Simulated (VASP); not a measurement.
Write the native input for VASP 6.6.1 that does the following.

| Item | Value |
| --- | --- |
| Task | single point |
| Functional | BLYP |
| Potentials or basis | VASP PAW PBE potentials, release 64 (Sn_d, Te) |
| Cutoff | 520 eV |
| k mesh | 4 × 4 × 4 |
| Occupations | fermi-dirac, width 0.05 eV |
| Spin | no spin polarisation |
| Dipole correction | no |
| Further INCAR settings | ALGO = Normal; EDIFF = 1e-06; NBANDS = 24 |

The structure of SnTe3 lies in POSCAR:

```
SnTe3
1.0
    0.0000000000      3.8612190000      3.8612190000
    3.8612190000      0.0000000000      3.8612190000
    3.8612190000      3.8612190000      0.0000000000
Sn Te
1 3
Direct
    0.0000000000      0.0000000000      0.0000000000
    0.2500000000      0.2500000000      0.2500000000
    0.7500000000      0.7500000000      0.7500000000
    0.5000000000      0.5000000000      0.5000000000
```

The input as run:

INCAR

```
PREC = Accurate
ENCUT = 520
EDIFF = 1E-6
ISMEAR = -1
SIGMA = 0.05
LREAL = False
LASPH = True
NELM = 80
ALGO = Normal
ISIF = 2
LWAVE = False
LCHARG = True
GGA = B5
ALDAX = 1.0
AGGAX = 1.0
AGGAC = 1.0
ALDAC = 0.0
LELF = True
LVHAR = True
NBANDS = 24
```

KPOINTS

```
regular mesh
0
Gamma
  4 4 4
```

Potentials or basis: VASP PAW PBE potentials, release 64 (Sn_d, Te).

Run with:

```sh
$ cat potpaw_PBE.64/Sn_d/POTCAR potpaw_PBE.64/Te/POTCAR > POTCAR
$ mpirun -np 1 vasp_std > vasp.out
```

Results of the run:

The pressure is 5.9 GPa. The band gap on the k mesh is zero (band 16 reaches 8.58 eV, above the bottom of band 17 at 6.38 eV).

Caveat: the PAW data sets were made with another functional, which shifts forces and pressure a little; spin-orbit coupling is left out, which moves the levels of the heavy elements.

Run time: 43 s on 1 thread of Intel(R) Xeon(R) Platinum 8559C (Emerald Rapids) (shared host), peak memory 0.25 GiB.
